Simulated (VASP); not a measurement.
SbP:

```
Sb P
1.0
     3.45453    0.00000    0.00000
    -0.05268    3.62716    0.00000
    -0.00397   -0.32748    5.03314
Sb P
2 2
Direct
  0.50057 0.50005 0.49924
  0.00016 0.00000 0.49916
  0.48788 0.48878 0.00074
  0.01123 0.01178 0.00114
```

* Program: VASP 6.6.1
* Task: relaxation of cell and atoms
* Functional: PBE
* Potentials or basis: VASP PAW PBE potentials, release 64 (Sb, P)
* Cutoff: 600 eV
* k mesh: 6 × 6 × 4
* Occupations: gaussian, width 0.1 eV
* Spin: no spin polarisation

At the start: pressure 67.1 GPa; volume 15.77 Å³/atom.

Where does the relaxation end?

Over 59 steps the energy falls by 1400.3 meV/atom and the volume is 26.15 Å³/atom (+65.9 %); space group P-1 (No. 2, to 0.05 Å).

The path:
```
step  energy change (eV)  largest force (eV/Å)  pressure (GPa)  volume (Å³)
   1              0.0000                0.3355           67.05        63.07
   3             -4.5486                0.8048           -1.11        95.35
   5             -4.5544                0.7956            0.01        93.75
   7             -4.9304                1.4241            0.65        94.63
   9             -5.2911                0.5661            3.01        96.90
  11             -5.3673                0.5373            1.16       101.50
  13             -5.3957                0.4622           -0.85       104.72
  15             -5.4471                0.2491           -0.01       104.71
  17             -5.4565                0.0957           -0.16       105.01
  19             -5.4657                0.0705           -0.34       105.00
  21             -5.4783                0.2544            0.46       103.69
  23             -5.4832                0.1642            0.03       103.80
  25             -5.4934                0.1901           -0.06       103.98
  27             -5.4956                0.2379           -0.10       104.10
  29             -5.5028                0.0750            0.36       104.05
  31             -5.5035                0.1322            0.56       104.03
  33             -5.5098                0.0802           -0.17       105.82
  35             -5.5121                0.0775           -0.24       106.13
  37             -5.5186                0.1157           -0.04       106.05
  39             -5.5255                0.2541            0.19       105.55
  41             -5.5309                0.1411           -0.01       105.77
  43             -5.5410                0.0677            0.06       105.64
  45             -5.5483                0.3004            0.41       105.40
  47             -5.5646                0.4590           -0.23       106.55
  49             -5.5735                0.3468           -0.31       106.53
  51             -5.5791                0.2389           -0.28       106.31
  53             -5.5826                0.2909            1.14       103.33
  55             -5.5945                0.1469            0.32       104.69
  57             -5.6004                0.0736           -0.02       104.71
  59             -5.6014                0.0368            0.02       104.62
```

Final structure:
```cif
data_structure
_symmetry_space_group_name_H-M 'P 1'
_symmetry_Int_Tables_number 1
_cell_length_a 3.8571
_cell_length_b 4.9491
_cell_length_c 5.5959
_cell_angle_alpha 78.362
_cell_angle_beta 89.513
_cell_angle_gamma 89.619
_cell_volume 104.62
loop_
_atom_site_label
_atom_site_type_symbol
_atom_site_fract_x
_atom_site_fract_y
_atom_site_fract_z
_atom_site_occupancy
Sb1 Sb 0.50038 0.52851 0.50681 1
Sb2 Sb 0.99949 0.97186 0.49337 1
P1 P 0.49524 0.38363 0.98618 1
P2 P 0.00472 0.11661 0.01393 1
```

Caveat: the volume moved by over 15 % at a fixed basis, so the end points are rough.
